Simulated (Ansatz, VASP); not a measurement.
**RbCdH3: VASP beside Ansatz**

Contents of INCAR:

```
PREC = Accurate
ENCUT = 500
EDIFF = 1E-6
ISMEAR = 0
SIGMA = 0.05
LREAL = F
LASPH = T
NELM = 120
ALGO = Normal
ISIF = 2
LWAVE = F
LCHARG = F
GGA = PE
NBANDS = 20
GGA_COMPAT = F
```

File KPOINTS:

```
regular mesh
0
Gamma
  4 4 4
```

The input POSCAR:

```
RbCdH3
1.0
    4.6000000000      0.0000000000      0.0000000000
    0.0000000000      4.6000000000      0.0000000000
    0.0000000000      0.0000000000      4.6000000000
Rb Cd H
1 1 3
Direct
    0.0000000000      0.0000000000      0.0000000000
    0.5000000000      0.5000000000      0.5000000000
    0.5000000000      0.5000000000      0.0000000000
    0.5000000000      0.0000000000      0.5000000000
    0.0000000000      0.5000000000      0.5000000000
```

Input for Ansatz:

```yaml
crystal:
  lattice:
    - [4.6, 0.0, 0.0]
    - [0.0, 4.6, 0.0]
    - [0.0, 0.0, 4.6]
  atoms:
    - { symbol: Rb, position: [0.0, 0.0, 0.0] }
    - { symbol: Cd, position: [0.5, 0.5, 0.5] }
    - { symbol: H, position: [0.5, 0.5, 0.0] }
    - { symbol: H, position: [0.5, 0.0, 0.5] }
    - { symbol: H, position: [0.0, 0.5, 0.5] }
basis:
  ecutwfc: 420
kpoints:
  mp_grid: { grid: [4, 4, 4] }
hamiltonian:
  xc: pbe
scf:
  occupations: { method: gaussian, width: 0.05 }
output:
  forces: true
  stress: true
  eigenvalues: true
```

Alike in both runs: task single point; functional PBE; k mesh 4 × 4 × 4; occupations gaussian, width 0.05 eV; no spin polarisation.

```csv
,VASP,Ansatz
version,VASP 6.6.1,Ansatz 0.2.0
potentials or method,"VASP PAW PBE potentials, release 64 (Rb_sv, Cd, H), cutoff 500 eV","scalar-relativistic, plane waves, PAW"
valence electrons in the cell,24,32
```

```tsv
	VASP	Ansatz	Ansatz less VASP
gap on the k mesh at the Fermi level (eV)	none	none	-
pressure (GPa)	-5.5	-5.5	+0.01
```

A gap of «none» marks a metal or a gap that the smearing closes. VASP's potentials hold 24 valence electrons a cell and Ansatz's 32, so a difference there can come from the potentials and not from the codes.
